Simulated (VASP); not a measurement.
A run of VASP 6.6.1:

Contents of INCAR:

```
  ALGO = Normal
  EDIFF = 1E-6
  EDIFFG = -0.04
  ENCUT = 600
  GGA = PE
  IBRION = 2
  ISIF = 3
  ISMEAR = 0
  LASPH = True
  LCHARG = False
  LREAL = False
  LWAVE = False
  NELM = 80
  NSW = 90
  PREC = Accurate
  SIGMA = 0.1
```

File KPOINTS:

```
k-points
0
Gamma
  6 6 6
```

POSCAR

```
LiH3
1.0
    0.0000000000      2.7163164400      2.7163164400
    2.7163164400      0.0000000000      2.7163164400
    2.7163164400      2.7163164400      0.0000000000
Li H
1 3
Direct
    0.0000000000      0.0000000000      0.0000000000
    0.2500000000      0.2500000000      0.2500000000
    0.7500000000      0.7500000000      0.7500000000
    0.5000000000      0.5000000000      0.5000000000
```

Potentials or basis: VASP PAW PBE potentials, release 64 (Li_sv, H).

The run is started by

```sh
$ cat potpaw_PBE.64/Li_sv/POTCAR potpaw_PBE.64/H/POTCAR > POTCAR
$ mpirun -np 1 vasp_std > vasp.out
```

Hardware: 1 thread of Intel(R) Xeon(R) Platinum 8259CL CPU @ 2.50GHz (Skylake/Cascade Lake), on a shared host.

**Question.** Estimate the wall time of this run.

**Answer.** Wall time 31 s on 1 thread of Intel(R) Xeon(R) Platinum 8259CL CPU @ 2.50GHz (Skylake/Cascade Lake) (shared host), peak memory 0.17 GiB. Counts: scf iterations 49, k points 16, ion steps 6.
